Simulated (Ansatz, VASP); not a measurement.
## Al4Ir in VASP and in Ansatz

INCAR

```
SYSTEM = Al4Ir
PREC     = Accurate       ! precision mode
ENCUT    = 600            ! plane-wave cutoff, eV
EDIFF    = 1E-6           ! SCF threshold, eV
ISMEAR   = 0              ! smearing method
SIGMA    = 0.1            ! smearing width, eV
LREAL    = .False.        ! projectors in reciprocal space
LASPH    = .True.         ! aspherical terms in the spheres
NELM     = 100            ! most SCF steps
ALGO     = Normal         ! electronic algorithm
ISIF     = 3              ! what is computed and relaxed
LWAVE    = .False.        ! write WAVECAR
LCHARG   = .False.        ! write CHGCAR
GGA      = PE             ! functional
IBRION   = 2              ! ionic algorithm
NSW      = 90             ! ionic steps
EDIFFG   = -0.04          ! ionic threshold
```

KPOINTS

```
Automatic mesh
0
Gamma
  6 6 4
  0 0 0
```

Contents of POSCAR:

```
Al4Ir
1.0
    3.8510251000      0.0000000000      0.0000000000
   -1.9255125500      3.3350855700      0.0000000000
    0.0000000000      0.0000000000      6.1534055800
Al Ir
4 1
Direct
    0.5000000000      0.0000000000      0.0000000000
    0.0000000000      0.5000000000      0.0000000000
    0.5000000000      0.5000000000      0.0000000000
    0.0000000000      0.0000000000      0.0000000000
    0.0000000000      0.0000000000      0.5000000000
```

Input for Ansatz:

```yaml
crystal:
  lattice:
    - [3.8510251, 0.0, 0.0]
    - [-1.92551255, 3.33508557, 0.0]
    - [0.0, 0.0, 6.15340558]
  atoms:
    - { symbol: Al, position: [0.5, 0.0, 0.0] }
    - { symbol: Al, position: [0.0, 0.5, 0.0] }
    - { symbol: Al, position: [0.5, 0.5, 0.0] }
    - { symbol: Al, position: [0.0, 0.0, 0.0] }
    - { symbol: Ir, position: [0.0, 0.0, 0.5] }
basis:
  ecutwfc: 420
kpoints:
  mp_grid: { grid: [6, 6, 4] }
hamiltonian:
  xc: pbe
scf:
  occupations: { method: gaussian, width: 0.1 }
  lower_state_search: "off"
output:
  forces: true
  stress: true
  eigenvalues: true
relax:
  adjacent_minimum: "off"
  f_tol: 0.04
  max_steps: 70
  cell: { stress_tol: 0.4 }
```

Alike in both runs: task relaxation of cell and atoms; functional PBE; k mesh 6 × 6 × 4; occupations gaussian, width 0.1 eV; no spin polarisation.

|  | VASP | Ansatz |
| --- | --- | --- |
| version | VASP 6.6.1 | Ansatz 0.2.0 |
| potentials or method | VASP PAW PBE potentials, release 64 (Al, Ir), cutoff 600 eV | scalar-relativistic, plane waves, PAW |
| valence electrons in the cell | 21 | 29 |

```csv
,VASP,Ansatz,Ansatz less VASP
"gap on the k mesh at the Fermi level, each at its own relaxed structure (eV)",none,none,-
relaxed volume (Å³/atom),22.09,22.09,-0.002
relaxed cell length with the largest relative difference (Å),4.520,4.514,-0.0057
```

A gap of «none» marks a metal or a gap that the smearing closes. VASP's potentials hold 21 valence electrons a cell and Ansatz's 29, so a difference there can come from the potentials and not from the codes.

Spin-orbit coupling is off throughout. Noted on VASP's run: the volume moved by over 15 % at a fixed basis, so the end points are rough.
